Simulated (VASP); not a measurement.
HfB, 2 atoms in the cell. The structure is tetragonal, space group I4/mmm (No. 139). The conventional cell has a = 2.993 Å, b = 2.993 Å, c = 5.503 Å, α = 90.00°, β = 90.00°, γ = 90.00°. Within 2.8 Å of Hf (site symmetry 4/mmm) lie 6 B at 2.12 to 2.75 Å. B (site symmetry 4/mmm) has 6 Hf at 2.12 to 2.75 Å within 2.8 Å.  This cell differs from its parent crystal: ratio of the length along z to the lengths across it x 1.3, volume and fractional coordinates fixed.

| Item | Value |
| --- | --- |
| Program | VASP 6.6.1 |
| Task | single point |
| Functional | PBE |
| Potentials or basis | VASP PAW PBE potentials, release 64 (Hf_pv, B) |
| Cutoff | 520 eV |
| k mesh | 20 × 20 × 20 |
| Occupations | gaussian, width 0.15 eV |
| Spin | no spin polarisation |
| Dipole correction | no |
| Further INCAR settings | ALGO = Normal; EDIFF = 1e-06; NBANDS = 14 |

Potentials or basis: VASP PAW PBE potentials, release 64 (Hf_pv, B).

Launch:

```sh
$ cat potpaw_PBE.64/Hf_pv/POTCAR potpaw_PBE.64/B/POTCAR > POTCAR
$ mpirun -np 1 vasp_std > vasp.out
```

Hardware: 1 thread of Intel(R) Xeon(R) 6975P-C (Granite Rapids), on a shared host.

Problem. How long does it take, and how much memory?

Solution. Wall time 96 s on 1 thread of Intel(R) Xeon(R) 6975P-C (Granite Rapids), with other jobs on the host, peak memory 0.34 GiB. Counts: scf iterations 11, k points 641.
